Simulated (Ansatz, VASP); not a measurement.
**One calculation of Sr5In2, two programs**

The input INCAR:

```
SYSTEM = Sr5In2
ALGO = Fast ; EDIFF = 1E-7
ENCUT = 520 ; GGA = PE
ISIF = 2 ; ISMEAR = 0
LASPH = .True. ; LCHARG = .False.
LREAL = .False. ; LWAVE = .False.
NBANDS = 47 ; NELM = 80
PREC = Accurate ; SIGMA = 0.1
```

File KPOINTS:

```
k-points
0
Gamma
  4 4 2
  0 0 0
```

Contents of POSCAR:

```
Sr5In2
1.0
    5.0298768300      0.0000000000      0.0000000000
    0.0000000000      5.0298768300      0.0000000000
    0.0000000000      0.0000000000      9.2346402400
Sr In
5 2
Direct
    0.0000000000      0.5000000000      0.5000000000
    0.5000000000      0.0000000000      0.5000000000
    0.5000000000      0.5000000000      0.0000000000
    0.5000000000      0.5000000000      0.6610259700
    0.5000000000      0.5000000000      0.3389740300
    0.0000000000      0.5000000000      0.0000000000
    0.5000000000      0.0000000000      0.0000000000
```

Input for Ansatz:

```yaml
crystal:
  lattice:
    - [5.02987683, 0.0, 0.0]
    - [0.0, 5.02987683, 0.0]
    - [0.0, 0.0, 9.23464024]
  atoms:
    - { symbol: Sr, position: [0.0, 0.5, 0.5] }
    - { symbol: Sr, position: [0.5, 0.0, 0.5] }
    - { symbol: Sr, position: [0.5, 0.5, 0.0] }
    - { symbol: Sr, position: [0.5, 0.5, 0.66102597] }
    - { symbol: Sr, position: [0.5, 0.5, 0.33897403] }
    - { symbol: In, position: [0.0, 0.5, 0.0] }
    - { symbol: In, position: [0.5, 0.0, 0.0] }
basis:
  ecutwfc: 420
kpoints:
  mp_grid: { grid: [4, 4, 2] }
hamiltonian:
  xc: pbe
scf:
  occupations: { method: gaussian, width: 0.1 }
  lower_state_search: "off"
output:
  forces: true
  stress: true
  eigenvalues: true
```

Alike in both runs: task single point; functional PBE; k mesh 4 × 4 × 2; occupations gaussian, width 0.1 eV; no spin polarisation.

|  | VASP | Ansatz |
| --- | --- | --- |
| version | VASP 6.6.1 | Ansatz 0.2.0 |
| potentials or method | VASP PAW PBE potentials, release 64 (Sr_sv, In_d), cutoff 520 eV | scalar-relativistic, plane waves, PAW |
| valence electrons in the cell | 76 | 76 |

Ansatz gave:

- gap on the k mesh at the Fermi level (eV): none
- pressure (GPa): 18.1
- traceless stress, the component that is largest in VASP (GPa): -10.23
- rms of the force components (eV/Å): 1.264

Question: Which values does VASP return?

Answer: gap on the k mesh at the Fermi level (eV): none; pressure (GPa): 18.3; traceless stress, the component that is largest in VASP (GPa): -10.29; rms of the force components (eV/Å): 1.291.

Atom by atom the forces differ by 0.028 eV/Å (rms over components). A gap of «none» marks a metal or a gap that the smearing closes.
